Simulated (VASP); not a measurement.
KSi2Sb3:

```
K Si Sb
1.0
     4.36906    0.00000    0.00000
    -2.18453    3.78372    0.00000
     0.00000    0.00000   10.69444
K Si Sb
1 2 3
Direct
  0.00000 0.00000 0.00000
  0.33333 0.66667 0.65599
  0.66667 0.33333 0.34401
  0.33333 0.66667 0.16590
  0.66667 0.33333 0.83410
  0.00000 0.00000 0.50000
```

| Property | Result |
| --- | --- |
| Program | VASP 6.6.1 |
| Task | relaxation of cell and atoms |
| Functional | PBEsol |
| Potentials or basis | VASP PAW PBE potentials, release 64 (K_sv, Si, Sb) |
| Cutoff | 600 eV |
| k mesh | 6 × 6 × 2 |
| Occupations | fermi-dirac, width 0.03 eV |
| Spin | no spin polarisation |

At the start: pressure -5.3 GPa; volume 29.47 Å³/atom.

Where does the relaxation end?

Over 20 steps the energy falls by 559.3 meV/atom and the volume is 26.35 Å³/atom (-10.6 %); space group P-3m1 (No. 164, to 0.1 Å) before and after.

The path:
```
step  energy change (eV)  largest force (eV/Å)  pressure (GPa)  volume (Å³)
   1              0.0000                2.7500           -5.31       176.79
   2             -1.3270                2.7409           -0.66       152.97
   3             -1.6004                2.1903            5.91       138.02
   4             -2.2569                0.6459            6.47       139.57
   5             -2.2886                0.9999            6.88       139.94
   6             -2.7969                0.6143           -1.41       160.48
   7             -2.7972                0.6012           -1.63       161.25
   8             -3.0274                0.4894           -1.52       161.29
   9             -3.2337                0.3275           -0.79       159.63
  10             -3.2783                0.2856           -1.10       160.38
  11             -3.2775                0.2847           -1.15       160.50
  12             -3.3011                0.4124            0.97       154.63
  13             -3.3033                0.3835            0.47       155.94
  14             -3.3240                0.2461            0.36       155.92
  15             -3.3379                0.1671            0.22       155.88
  16             -3.3486                0.1641           -0.10       157.27
  17             -3.3517                0.1636           -0.39       158.51
  18             -3.3526                0.0758            0.52       156.93
  19             -3.3550                0.0358            0.10       157.65
  20             -3.3556                0.0060            0.01       158.10
```

Final structure:
```xyz
6
Lattice="3.8926 0.0000 0.0000 -1.9463 3.3711 0.0000 0.0000 0.0000 12.0483" Properties=species:S:1:pos:R:3 pbc="T T T"
K     0.0000    0.0000   12.0483
Si    0.0000    2.2474    7.7933
Si    1.9463    1.1237    4.2550
Sb    0.0000    2.2474    2.7946
Sb    1.9463    1.1237    9.2537
Sb    0.0000    0.0000    6.0242
```

Caveat: the PAW data sets were made with another functional, which shifts forces and pressure a little.
